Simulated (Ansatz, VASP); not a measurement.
## One calculation of Ti, two programs

INCAR

```
  PREC = Accurate
  ENCUT = 520
  EDIFF = 1E-7
  ISMEAR = -1
  SIGMA = 0.1
  LREAL = False
  LASPH = True
  NELM = 100
  ALGO = Normal
  ISIF = 2
  LWAVE = False
  LCHARG = False
  GGA = RP
  NBANDS = 19
```

File KPOINTS:

```
regular mesh
0
Gamma
  20 20 11
```

POSCAR

```
Ti
1.0
    2.9676858654      0.0000000000      0.0000000000
   -1.4838429327      2.5700913499      0.0000000000
    0.0000000000      0.0000000000      4.7005998835
Ti
2
Direct
    0.3333333333      0.6666666667      0.2500000000
    0.6666666667      0.3333333333      0.7500000000
```

Input for Ansatz:

```yaml
crystal:
  lattice:
    - [2.9676858655, 0.0, 0.0]
    - [-1.4838429328, 2.57009135, 0.0]
    - [0.0, 0.0, 4.7005998843]
  atoms:
    - { symbol: Ti, position: [0.3333333333, 0.6666666667, 0.25] }
    - { symbol: Ti, position: [0.6666666667, 0.3333333333, 0.75] }
hamiltonian:
  xc: rpbe
  pseudopotentials:
    kind: paw
    azcp:
      Ti: "pseudopotentials/Ti.paw.azcp"
basis:
  ecutwfc: 420
  fft_grid_basis: typed
kpoints:
  mp_grid: { grid: [20, 20, 11], shift: [0, 0, 0] }
magnetization:
  spin_polarized: false
scf:
  occupations: { method: fermi_dirac, width: 0.1 }
output:
  stress: true
```

Alike in both runs: task single point; functional RPBE; k mesh 20 × 20 × 11; occupations fermi-dirac, width 0.1 eV; no spin polarisation.

|  | VASP | Ansatz |
| --- | --- | --- |
| version | VASP 6.6.1 | Ansatz 0.2.0 |
| potentials or method | VASP PAW PBE potentials, release 64 (Ti_sv), cutoff 520 eV | plane waves (420 eV) with PAW, scalar-relativistic |
| valence electrons in the cell | 24 | 24 |

VASP gave:

* pressure (GPa): -0.3

Task: What did Ansatz give for the same quantities?

Result: Pressure (GPa): 0.0.

VASP's potentials were made for PBE, not for RPBE.
